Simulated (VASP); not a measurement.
Here is a VASP 6.6.1 calculation.

File INCAR:

```
ALGO = Normal
EDIFF = 1E-6
ENCUT = 520
GGA = RP
ISIF = 2
ISMEAR = -1
IVDW = 12
LASPH = T
LCHARG = F
LREAL = F
LWAVE = F
NBANDS = 64
NELM = 80
PREC = Accurate
SIGMA = 0.05
```

Contents of KPOINTS:

```
k-points
0
Gamma
  5 5 5
```

POSCAR

```
SnO2
1.0
    5.0478174331      0.0000000000      0.0000000000
    0.0000000000      5.0478174331      0.0000000000
    0.0000000000      0.0000000000      5.0478174331
Sn O
4 8
Direct
    0.0000000000      0.0000000000      0.0000000000
    0.5000000000      0.0000000000      0.5000000000
    0.5000000000      0.5000000000      0.0000000000
    0.0000000000      0.5000000000      0.5000000000
    0.6580785001      0.8419214999      0.1580785001
    0.8419214999      0.1580785001      0.6580785001
    0.1580785001      0.6580785001      0.8419214999
    0.3419214999      0.3419214999      0.3419214999
    0.6580785001      0.6580785001      0.6580785001
    0.8419214999      0.3419214999      0.1580785001
    0.1580785001      0.8419214999      0.3419214999
    0.3419214999      0.1580785001      0.8419214999
```

Potentials or basis: VASP PAW PBE potentials, release 64 (Sn_d, O).

The run is started by

```sh
$ cat potpaw_PBE.64/Sn_d/POTCAR potpaw_PBE.64/O/POTCAR > POTCAR
$ mpirun -np 1 vasp_std > vasp.out
```

(1) Estimate the largest force.

(2) What does it give for the pressure?

(3) What does it give for the dispersion energy per atom?

## Answers

(1) 0.003 eV/Å.

(2) 0.7 GPa.

(3) -1.044 eV.

Caveat: the PAW data sets were made with another functional, which shifts forces and pressure a little.
